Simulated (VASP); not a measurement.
# Zr2O (P4_2/nnm) in VASP: notebook

Zr2O is run at these levels: r2SCAN; tasks: single point.

Program: VASP 6.6.1. These are calculated values, not measurements. Logs are shortened: lines on timing, memory, paths and dates and some standing lists are left out, and cuts for length are marked.

## (1) The cell of the first run

It takes space group P4_2/nnm (No. 134, tetragonal). The conventional cell has a = 4.652 Å, b = 4.652 Å, c = 4.846 Å, α = 90.00°, β = 90.00°, γ = 90.00°. Within 2.7 Å of Zr (site symmetry 2/m) lie 2 O at 2.04 Å. O (site symmetry -42m) has 4 Zr at 2.04 Å within 2.7 Å.

## (2) Single point, r2SCAN (strain -0.040 along x and y, +0.000 along z)

Contents of POSCAR:

```
Zr2O
1.0
    4.6518961856      0.0000000000      0.0000000000
    0.0000000000      4.6518961856      0.0000000000
    0.0000000000      0.0000000000      4.8457251933
Zr O
4 2
Direct
    0.2500000000      0.2500000000      0.7500000000
    0.7500000000      0.2500000000      0.2500000000
    0.2500000000      0.7500000000      0.2500000000
    0.7500000000      0.7500000000      0.7500000000
    0.0000000000      0.0000000000      0.0000000000
    0.5000000000      0.5000000000      0.5000000000
```

Contents of INCAR.step1:

```
  PREC = Accurate
  ENCUT = 520
  ISMEAR = 0
  SIGMA = 0.15
  LREAL = F
  LASPH = T
  NELM = 60
  NBANDS = 39
  GGA = PE
  ALGO = Normal
  EDIFF = 1E-4
  LWAVE = T
  LCHARG = F
```

Contents of INCAR.step2:

```
  PREC = Accurate
  ENCUT = 520
  EDIFF = 1E-6
  ISMEAR = 0
  SIGMA = 0.15
  LREAL = F
  LASPH = T
  NELM = 60
  ALGO = Normal
  ISIF = 2
  LWAVE = F
  LCHARG = T
  METAGGA = R2SCAN
  LMIXTAU = T
  LELF = T
  LVHAR = T
  NBANDS = 39
  ISTART = 1
```

Contents of KPOINTS:

```
Automatic mesh
0
Gamma
  10 10 10
```

Potentials or basis: VASP PAW PBE potentials, release 64 (Zr_sv, O).

On the command line:

```sh
$ cat potpaw_PBE.64/Zr_sv/POTCAR potpaw_PBE.64/O/POTCAR > POTCAR
$ cp INCAR.step1 INCAR
$ mpirun -np 1 vasp_std > vasp.out
$ cp INCAR.step2 INCAR
$ mpirun -np 1 vasp_std > vasp.out
```

OUTCAR:

```text
PREC = Accurate
   ENCUT = 520
   EDIFF = 1E-6
   ISMEAR = 0
   LREAL = F
   LASPH = T
   NELM = 60
   ISIF = 2
   METAGGA = R2SCAN
   ISTART = 1

 ion  position               nearest neighbor table
   1  0.250  0.250  0.750-   5 2.04   6 2.04   4 3.29   4 3.29   4 3.29   4 3.29   3 3.36   3 3.36
                             3 3.36   3 3.36   2 3.36   2 3.36   2 3.36   2 3.36
   2  0.750  0.250  0.250-   5 2.04   6 2.04   3 3.29   3 3.29   3 3.29   3 3.29   4 3.36   1 3.36
                             4 3.36   4 3.36   1 3.36   4 3.36   1 3.36   1 3.36
   3  0.250  0.750  0.250-   5 2.04   6 2.04   2 3.29   2 3.29   2 3.29   2 3.29   4 3.36   1 3.36
                             1 3.36   1 3.36   4 3.36   4 3.36   4 3.36   1 3.36
   4  0.750  0.750  0.750-   5 2.04   6 2.04   1 3.29   1 3.29   1 3.29   1 3.29   3 3.36   2 3.36
                             2 3.36   2 3.36   3 3.36   3 3.36   3 3.36   2 3.36
   5  0.000  0.000  0.000-   1 2.04   2 2.04   3 2.04   4 2.04
   6  0.500  0.500  0.500-   1 2.04   2 2.04   3 2.04   4 2.04

  LATTYP: Found a simple tetragonal cell.
 ALAT       =     4.6518961856
 C/A-ratio  =     1.0416666667

  Lattice vectors:

 A1 = (   4.6518961856,   0.0000000000,   0.0000000000)
 A2 = (   0.0000000000,   4.6518961856,   0.0000000000)
 A3 = (   0.0000000000,   0.0000000000,   4.8457251933)

Analysis of symmetry for initial positions (statically):
=====================================================================
 Subroutine PRICEL returns:
 Original cell was already a primitive cell.

 Routine SETGRP: Setting up the symmetry group for a
 simple tetragonal supercell.

 Subroutine GETGRP returns: Found 16 space group operations
 (whereof  8 operations were pure point group operations)
 out of a pool of 16 trial point group operations.

The static configuration has the point symmetry D_2d.
 The point group associated with its full space group is D_4h.

Analysis of symmetry for dynamics (positions and initial velocities):
=====================================================================
 Subroutine PRICEL returns:
 Original cell was already a primitive cell.

 Routine SETGRP: Setting up the symmetry group for a
 simple tetragonal supercell.

 Subroutine GETGRP returns: Found 16 space group operations
 (whereof  8 operations were pure point group operations)
 out of a pool of 16 trial point group operations.

The dynamic configuration has the point symmetry D_2d.
 The point group associated with its full space group is D_4h.

 Subroutine INISYM returns: Found 16 space group operations
 (whereof  8 operations are pure point group operations),
 and found     1 'primitive' translations

----------------------------------------------------------------------------------------

                                     Primitive cell

  volume of cell :     104.8622

  direct lattice vectors                    reciprocal lattice vectors
     4.651896186  0.000000000  0.000000000     0.214966104  0.000000000  0.000000000
     0.000000000  4.651896186  0.000000000     0.000000000  0.214966104  0.000000000
     0.000000000  0.000000000  4.845725193     0.000000000  0.000000000  0.206367460

  length of vectors
     4.651896186  4.651896186  4.845725193     0.214966104  0.214966104  0.206367460

  position of ions in fractional coordinates (direct lattice)
     0.250000000  0.250000000  0.750000000
     0.750000000  0.250000000  0.250000000
     0.250000000  0.750000000  0.250000000
     0.750000000  0.750000000  0.750000000
     0.000000000  0.000000000  0.000000000
     0.500000000  0.500000000  0.500000000

  ion indices of the primitive-cell ions
   primitive index   ion index
                 1           1
                 2           2
                 3           3
                 4           4
                 5           5
                 6           6

----------------------------------------------------------------------------------------

 KPOINTS: Automatic mesh

Automatic generation of k-mesh.
 Grid dimensions read from file:
 generate k-points for:   10   10   10

 Generating k-lattice:

  Cartesian coordinates                     Fractional coordinates (reciprocal lattice)
     0.021496610  0.000000000  0.000000000     0.100000000  0.000000000  0.000000000
     0.000000000  0.021496610  0.000000000     0.000000000  0.100000000  0.000000000
     0.000000000  0.000000000  0.020636746     0.000000000  0.000000000  0.100000000

  Length of vectors
     0.021496610  0.021496610  0.020636746

  Shift w.r.t. Gamma in fractional coordinates (k-lattice)
     0.000000000  0.000000000  0.000000000

 Subroutine IBZKPT returns following result:
 ===========================================

 Found    126 irreducible k-points:

 Following reciprocal coordinates:
            Coordinates               Weight
  0.000000  0.000000  0.000000      1.000000
  0.100000  0.000000  0.000000      4.000000
  0.200000  0.000000  0.000000      4.000000
  0.300000  0.000000  0.000000      4.000000
  0.400000  0.000000  0.000000      4.000000
  0.500000  0.000000  0.000000      2.000000
[... 16 lines left out ...]
  0.100000  0.000000  0.100000      8.000000
  0.200000  0.000000  0.100000      8.000000
 [... further k-points ...]
   k-points           NKPTS =    126   k-points in BZ     NKDIM =    126   number of bands    NBANDS=     39
   number of dos      NEDOS =    301   number of ions     NIONS =      6
   total plane-waves  NPLWV =  46656
   dimension x,y,z NGX =    36 NGY =   36 NGZ =   36
   dimension x,y,z NGXF=    72 NGYF=   72 NGZF=   72
   ions per type =               4   2
   NGX,Y,Z   is equivalent  to a cutoff of  12.87, 12.87, 12.35 a.u.
   NGXF,Y,Z  is equivalent  to a cutoff of  25.73, 25.73, 24.70 a.u.
 SYSTEM =  unknown system
   PREC   = accura    normal or accurate (medium, high low for compatibility)
   ISTART =      1    job   : 0-new  1-cont  2-samecut
   ICHARG =      0    charge: 1-file 2-atom 10-const
   ISPIN  =      1    spin polarized calculation?
   LNONCOLLINEAR =      F non collinear calculations
   LSORBIT =      F    spin-orbit coupling
   LASPH  =      T    aspherical Exc in radial PAW
   ENCUT  =  520.0 eV  38.22 Ry    6.18 a.u.   8.65  8.65  9.01*2*pi/ulx,y,z
   NELM   =     60;   NELMIN=  2; NELMDL=  0     # of ELM steps
   EDIFF  = 0.1E-05   stopping-criterion for ELM
   LREAL  =      F    real-space projection
[... 7 lines left out ...]
   TEBEG  =    0.0;   TEEND  =   0.0 temperature during run
   PSTRESS=    0.0 pullay stress
   NELECT =      60.0000    total number of electrons
   NUPDOWN=      -1.0000    fix difference up-down
   EMIN   =  10.00;   EMAX   =-10.00  energy-range for DOS
   EFERMI =   0.00;   METHOD = LEGACY
   ISMEAR =     0;   SIGMA  =   0.15  broadening in eV -4-tet -1-fermi 0-gaus
   EFERMI_NEDOS =   21; number of points for ismear=-14 and -15
   IALGO  =     38    algorithm
   IMIX   =      4    mixing-type and parameters
     AMIX     =   0.40;   BMIX     =  1.00
     AMIX_MAG =   1.60;   BMIX_MAG =  1.00
  volume/ion in A,a.u.               =      17.48       117.94
  Fermi-wavevector in a.u.,A,eV,Ry     =   1.359103  2.568332 25.132144  1.847160
  Thomas-Fermi vector in A             =   2.485879
   LORBIT       =      0    0 simple, 1 ext, 2 COOP (PROOUT), +10 PAW based schemes
   METAGGA = R2SCAN    functional components
   LHFCALC =     F    Hartree Fock is set to
   AEXX    =    0.0000 exact exchange contribution
   IVDW    =     0    specifies the selected vdW correction
   LEPSILON=     F    determine dielectric tensor
   LRPA    =     F    only Hartree local field effects (RPA)
 non-spin polarized calculation
 Gauss-broadening in eV      SIGMA  =   0.15
  energy-cutoff  :      520.00
  volume of cell :      104.86
 maximum number of plane-waves:      2856
 NGX is ok and might be reduce to    36
   NGX = 17   NGY = 17   NGZ = 19

 number of electron      60.0000004 magnetization

 Free energy of the ion-electron system (eV)
  ---------------------------------------------------
  ext. energy  EPLUGINS =         0.00000000
  ---------------------------------------------------
  free energy    TOTEN  =      -113.11050723 eV

  energy without entropy =     -113.01920969  energy(sigma->0) =     -113.06485846

 E-fermi :   9.0685     XC(G=0): -12.0130

 val. band max:        9.0664506837   @ k =   0.3000   0.3000   0.3000
 cond. band min:       9.0692007964   @ k =   0.4000   0.0000   0.4000
 fundamental gap:      0.0027501127
 Fermi energy:         9.0685378008

 k-point     1 :       0.0000    0.0000    0.0000
  band No.  band energies     occupation
      1     -41.7053      2.00000
      2     -41.5665      2.00000
      3     -41.5494      2.00000
      4     -41.5494      2.00000
      5     -20.8078      2.00000
      6     -19.2805      2.00000
[... 31 lines left out ...]
     38      13.5998      0.00000
     39      13.6123      0.00000

 k-point     2 :       0.1000    0.0000    0.0000
  band No.  band energies     occupation
      1     -41.7015      2.00000
      2     -41.5661      2.00000
      3     -41.5532      2.00000
      4     -41.5498      2.00000
      5     -20.7773      2.00000
      6     -19.2768      2.00000
[... 31 lines left out ...]
     38      13.4887      0.00000
     39      13.5102      0.00000

 k-point     3 :       0.2000    0.0000    0.0000
  band No.  band energies     occupation
      1     -41.6905      2.00000
      2     -41.5648      2.00000
      3     -41.5644      2.00000
      4     -41.5509      2.00000
      5     -20.6868      2.00000
      6     -19.4074      2.00000
[... 31 lines left out ...]
     38      12.9937      0.00000
     39      13.0528      0.00000

 k-point     4 :       0.3000    0.0000    0.0000
  band No.  band energies     occupation
      1     -41.6734      2.00000
      2     -41.5817      2.00000
      3     -41.5628      2.00000
      4     -41.5527      2.00000
      5     -20.5407      2.00000
      6     -19.6183      2.00000
[... 31 lines left out ...]
     38      12.2429      0.00000
     39      12.4530      0.00000
[... 754 lines left out ...]
     38      13.4221      0.00000
     39      13.4221      0.00000

 k-point    23 :       0.1000    0.0000    0.1000
  band No.  band energies     occupation
      1     -41.6982      2.00000
      2     -41.5695      2.00000
      3     -41.5531      2.00000
      4     -41.5498      2.00000
      5     -20.7488      2.00000
      6     -19.3491      2.00000
[... 31 lines left out ...]
     38      13.3119      0.00000
     39      13.3410      0.00000

 k-point    24 :       0.2000    0.0000    0.1000
  band No.  band energies     occupation
      1     -41.6875      2.00000
      2     -41.5682      2.00000
      3     -41.5638      2.00000
      4     -41.5512      2.00000
      5     -20.6622      2.00000
      6     -19.4567      2.00000
[... 31 lines left out ...]
     38      12.8934      0.00000
     39      12.9994      0.00000

 [... further k-points ...]

------------------------ aborting loop because EDIFF is reached ----------------------------------------

  FORCE on cell =-STRESS in cart. coord.  units (eV):
  Direction    XX          YY          ZZ          XY          YZ          ZX
  --------------------------------------------------------------------------------------
  -------------------------------------------------------------------------------------
  Total        9.2635287      9.2635287      7.6319371      0.0000000      0.0000000      0.0000000
  in kB      141.5364264    141.5364264    116.6075196      0.0000000      0.0000000      0.0000000
  external PRESSURE =     133.2267908 kB  Pullay stress =       0.0000000 kB

 VOLUME and BASIS-vectors are now :
 -----------------------------------------------------------------------------
  energy-cutoff  :      520.00
  volume of cell :      104.86
      direct lattice vectors                 reciprocal lattice vectors
     4.651896186  0.000000000  0.000000000     0.214966104  0.000000000  0.000000000
     0.000000000  4.651896186  0.000000000     0.000000000  0.214966104  0.000000000
     0.000000000  0.000000000  4.845725193     0.000000000  0.000000000  0.206367460

 POSITION                                       TOTAL-FORCE (eV/Angst)
 -----------------------------------------------------------------------------------
      1.16297      1.16297      3.63429         0.000000     -0.000000     -0.000000
      3.48892      1.16297      1.21143         0.000000      0.000000      0.000000
      1.16297      3.48892      1.21143        -0.000000      0.000000      0.000000
      3.48892      3.48892      3.63429        -0.000000     -0.000000     -0.000000
      0.00000      0.00000      0.00000         0.000000      0.000000     -0.000000
      2.32595      2.32595      2.42286         0.000000      0.000000     -0.000000
 -----------------------------------------------------------------------------------
    total drift:                                0.000000     -0.000000      0.000000

  FREE ENERGIE OF THE ION-ELECTRON SYSTEM (eV)
  ---------------------------------------------------
  free  energy   TOTEN  =      -113.1105072333 eV

  energy  without entropy=     -113.0192096926  energy(sigma->0) =     -113.06485846
```

Wall time 16 min (1 thread of Oxide Virtual Turin-like, shared host); peak memory 0.46 GiB.

Results:

```
Free energy            : -113.1105 eV
Pressure               : 13.3 GPa
Band gap on the k mesh : zero (bands 30 and 31 overlap by 0.89 eV)
```

Levels at points of the mesh, in eV from the Fermi level:
| k point | band 27 | band 28 | band 29 | band 30 | band 31 | band 32 | band 33 | band 34 |
| --- | --- | --- | --- | --- | --- | --- | --- | --- |
| (0.00, 0.00, 0.00) | -2.19 | -2.02 | -1.84 | -1.84 | 1.87 | 2.24 | 2.56 | 2.64 |
| (0.50, 0.00, 0.00) | -0.75 | -0.75 | -0.33 | -0.33 | -0.16 | -0.16 | 1.59 | 1.59 |
| (0.50, 0.50, 0.00) | -1.59 | -1.59 | -0.11 | -0.11 | 0.23 | 0.23 | 1.06 | 1.06 |
| (0.00, 0.00, 0.50) | -0.72 | -0.72 | -0.47 | -0.47 | -0.28 | -0.28 | 1.27 | 1.27 |
| (0.50, 0.00, 0.50) | -1.58 | -1.58 | -0.01 | -0.01 | 0.13 | 0.13 | 1.06 | 1.06 |
| (0.50, 0.50, 0.50) | -2.76 | 0.19 | 0.58 | 0.58 | 0.60 | 0.90 | 1.42 | 1.58 |

Caveat: the cell differs from its parent crystal (strain -0.040 along x and y, +0.000 along z); the cell stands under pressure; the PAW data sets were made with another functional, which shifts forces and pressure a little.

## (3) Single point, r2SCAN (strain +0.000 along x and y, -0.040 along z)

Edit POSCAR of step 2 so:

```diff
@@ -2,5 +2,5 @@
 1.0
-    4.6518961856      0.0000000000      0.0000000000
-    0.0000000000      4.6518961856      0.0000000000
-    0.0000000000      0.0000000000      4.8457251933
+    4.8457251933      0.0000000000      0.0000000000
+    0.0000000000      4.8457251933      0.0000000000
+    0.0000000000      0.0000000000      4.6518961856
 Zr O
```

Contents of INCAR.step1:

```
PREC     = Accurate       # precision mode
ENCUT    = 520            # plane-wave cutoff, eV
ISMEAR   = 0              # smearing method
SIGMA    = 0.15           # smearing width, eV
LREAL    = False          # projectors in reciprocal space
LASPH    = True           # aspherical terms in the spheres
NELM     = 60             # most SCF steps
NBANDS   = 39             # bands
GGA      = PE             # functional
ALGO     = Normal         # electronic algorithm
EDIFF    = 1E-4           # SCF threshold, eV
LWAVE    = True           # write WAVECAR
LCHARG   = False          # write CHGCAR
```

Contents of INCAR.step2:

```
PREC     = Accurate       # precision mode
ENCUT    = 520            # plane-wave cutoff, eV
EDIFF    = 1E-6           # SCF threshold, eV
ISMEAR   = 0              # smearing method
SIGMA    = 0.15           # smearing width, eV
LREAL    = False          # projectors in reciprocal space
LASPH    = True           # aspherical terms in the spheres
NELM     = 60             # most SCF steps
ALGO     = Normal         # electronic algorithm
ISIF     = 2              # what is computed and relaxed
LWAVE    = False          # write WAVECAR
LCHARG   = True           # write CHGCAR
METAGGA  = R2SCAN         # meta-GGA
LMIXTAU  = True         
LELF     = True           # ELF
LVHAR    = True         
NBANDS   = 39             # bands
ISTART   = 1
```

Contents of KPOINTS:

```
regular mesh
0
Gamma
  10 10 10
```

Potentials or basis: VASP PAW PBE potentials, release 64 (Zr_sv, O).

On the command line:

```sh
$ cat potpaw_PBE.64/Zr_sv/POTCAR potpaw_PBE.64/O/POTCAR > POTCAR
$ cp INCAR.step1 INCAR
$ mpirun -np 1 vasp_std > vasp.out
$ cp INCAR.step2 INCAR
$ mpirun -np 1 vasp_std > vasp.out
```

It took 48 min on 1 thread of Oxide Virtual Turin-like, shared host; peak memory 0.47 GiB.

It converged, with:

- Free energy: -113.3779 eV
- Pressure: 6.2 GPa
- Band gap on the k mesh: zero (bands 30 and 31 overlap by 0.89 eV)

Stress tensor (GPa, compression positive):
```
5.38 0.00 0.00
0.00 5.38 0.00
0.00 0.00 7.71
```

Levels at points of the mesh, in eV from the Fermi level:
```
           k point  band 27  band 28  band 29  band 30  band 31  band 32  band 33  band 34
(0.00, 0.00, 0.00)    -2.06    -1.85    -1.85    -1.68     1.71     2.05     2.47     2.68
(0.50, 0.00, 0.00)    -0.72    -0.72    -0.38    -0.38    -0.22    -0.22     1.33     1.33
(0.50, 0.50, 0.00)    -1.56    -1.56     0.03     0.03     0.11     0.11     1.05     1.05
(0.00, 0.00, 0.50)    -0.74    -0.74    -0.27    -0.27    -0.11    -0.11     1.64     1.64
(0.50, 0.00, 0.50)    -1.57    -1.57    -0.07    -0.07     0.20     0.20     1.04     1.04
(0.50, 0.50, 0.50)    -2.62     0.21     0.47     0.62     0.77     0.77     1.36     1.36
```

Caveat: the cell differs from its parent crystal (strain +0.000 along x and y, -0.040 along z); the cell stands under pressure; the PAW data sets were made with another functional, which shifts forces and pressure a little.
